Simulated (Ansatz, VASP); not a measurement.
# Ge2SbO in VASP and in Ansatz

```xyz
8
Lattice="3.6348 0.0000 0.0000 -1.8174 3.1479 0.0000 0.0000 0.0000 13.9331" Properties=species:S:1:pos:R:3 pbc="T T T"
Ge    0.0000    2.0986    1.2275
Ge    1.8174    1.0493    8.1941
Ge    0.0000    2.0986    5.7391
Ge    1.8174    1.0493   12.7056
Sb    0.0000    2.0986    3.4833
Sb    1.8174    1.0493   10.4499
O     0.0000    0.0000    0.0000
O     0.0000    0.0000    6.9666
```

Change from the starting cell: species swapped into the CrCuO2 type (P6_3/mmc, No. 194).

Alike in both runs: task relaxation of cell and atoms; functional PBE; k mesh 6 × 6 × 2; occupations gaussian, width 0.1 eV; no spin polarisation.

```csv
,VASP,Ansatz
version,VASP 6.6.1,Ansatz 0.2.0
potentials or method,"VASP PAW PBE potentials, release 64 (Ge_d, Sb, O), cutoff 600 eV","scalar-relativistic, plane waves, PAW"
valence electrons in the cell,78,98
```

Ansatz gave:

- gap on the k mesh at the Fermi level, each at its own relaxed structure (eV): none
- relaxed volume (Å³/atom): 19.13
- relaxed cell length with the largest relative difference (Å): 18.141

Q: Which values does VASP return?

A: gap on the k mesh at the Fermi level, each at its own relaxed structure (eV): none; relaxed volume (Å³/atom): 19.07; relaxed cell length with the largest relative difference (Å): 18.005.

A gap of «none» marks a metal or a gap that the smearing closes. VASP's potentials hold 78 valence electrons a cell and Ansatz's 98, so a difference there can come from the potentials and not from the codes.

Neither program's run includes spin-orbit coupling.
